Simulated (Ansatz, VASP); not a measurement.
**Ti2C in VASP and in Ansatz**

Contents of INCAR:

```
SYSTEM = Ti2C
  PREC = Accurate
  ENCUT = 520
  EDIFF = 1E-6
  ISMEAR = 0
  SIGMA = 0.15
  LREAL = .False.
  LASPH = .True.
  NELM = 60
  ALGO = Normal
  ISIF = 2
  LWAVE = .False.
  LCHARG = .True.
  GGA = PS
  LELF = .True.
  LVHAR = .True.
  NBANDS = 21
```

KPOINTS

```
regular mesh
0
Gamma
  18 18 18
  0 0 0
```

Contents of POSCAR:

```
Ti2C
1.0
    1.5264035954      0.8812695267      4.7727429345
   -1.5264035954      0.8812695267      4.7727429345
    0.0000000000     -1.7625390533      4.7727429345
Ti C
2 1
Direct
    0.2458180109      0.2458180109      0.2458180109
    0.7541819891      0.7541819891      0.7541819891
    0.5000000000      0.5000000000      0.5000000000
```

Input for Ansatz:

```yaml
crystal:
  lattice:
    - [1.5264035954, 0.8812695267, 4.7727429345]
    - [-1.5264035954, 0.8812695267, 4.7727429345]
    - [0.0, -1.7625390533, 4.7727429345]
  atoms:
    - { symbol: Ti, position: [0.2458180109, 0.2458180109, 0.2458180109] }
    - { symbol: Ti, position: [0.7541819891, 0.7541819891, 0.7541819891] }
    - { symbol: C, position: [0.5, 0.5, 0.5] }
basis:
  ecutwfc: 420
kpoints:
  mp_grid: { grid: [18, 18, 18] }
hamiltonian:
  xc: pbesol
scf:
  occupations: { method: gaussian, width: 0.15 }
output:
  forces: true
  stress: true
  eigenvalues: true
  write_density: true
  write_potential: true
  elf: true
  volumetric_format: npy
```

Alike in both runs: task single point; functional PBEsol; k mesh 18 × 18 × 18; occupations gaussian, width 0.15 eV; no spin polarisation.

|  | VASP | Ansatz |
| --- | --- | --- |
| version | VASP 6.6.1 | Ansatz 0.2.0 |
| potentials or method | VASP PAW PBE potentials, release 64 (Ti_sv, C), cutoff 520 eV | scalar-relativistic, plane waves, PAW |
| valence electrons in the cell | 28 | 28 |

|  | VASP | Ansatz | Ansatz less VASP |
| --- | --- | --- | --- |
| gap on the k mesh at the Fermi level (eV) | none | none | - |
| pressure (GPa) | 0.2 | 0.0 | -0.14 |
| rms of the force components (eV/Å) | 0.012 | 0.000 | -0.0120 |

VASP's potentials were made for PBE, not for PBEsol. Atom by atom the forces differ by 0.012 eV/Å (rms over components). A gap of «none» marks a metal or a gap that the smearing closes. The functional is the same, so the differences come from potentials, cutoffs and numerics.
